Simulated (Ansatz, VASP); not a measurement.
One calculation of C, two programs

```xyz
2
Lattice="0.0000 1.7967 1.7040 1.7967 0.0000 1.7040 1.7967 1.7967 0.0000" Properties=species:S:1:pos:R:3 pbc="T T T"
C     1.7967    1.7967    1.7040
C     2.6950    2.6950    2.5560
```

Change from the starting cell: strain +e along x and -e along y +0.0000, strain +e along z and -e/2 along x and y -0.0350.

Alike in both runs: task single point; functional LDA; k mesh 12 × 12 × 12; occupations gaussian, width 0.05 eV; no spin polarisation.

|  | VASP | Ansatz |
| --- | --- | --- |
| version | VASP 6.6.1 | Ansatz 0.2.0 |
| potentials or method | VASP PAW LDA potentials, release 64 (C_h), cutoff 1300 eV | scalar-relativistic, plane waves, PAW |
| valence electrons in the cell | 8 | 8 |

|  | VASP | Ansatz | Ansatz less VASP |
| --- | --- | --- | --- |
| gap on the k mesh at the Fermi level (eV) | 2.87 | 2.87 | +0.005 |
| least direct gap on the mesh (eV) | 4.71 | 4.71 | -0.002 |
| pressure (GPa) | 1.5 | 0.5 | -1.00 |
| traceless stress, the component that is largest in VASP (GPa) | 31.91 | 31.93 | +0.021 |

Ansatz warns that its potentials were made for another functional, while VASP's fit it. LDA's correlation is that of Perdew and Zunger in VASP and of Perdew and Wang (1992) in Ansatz.
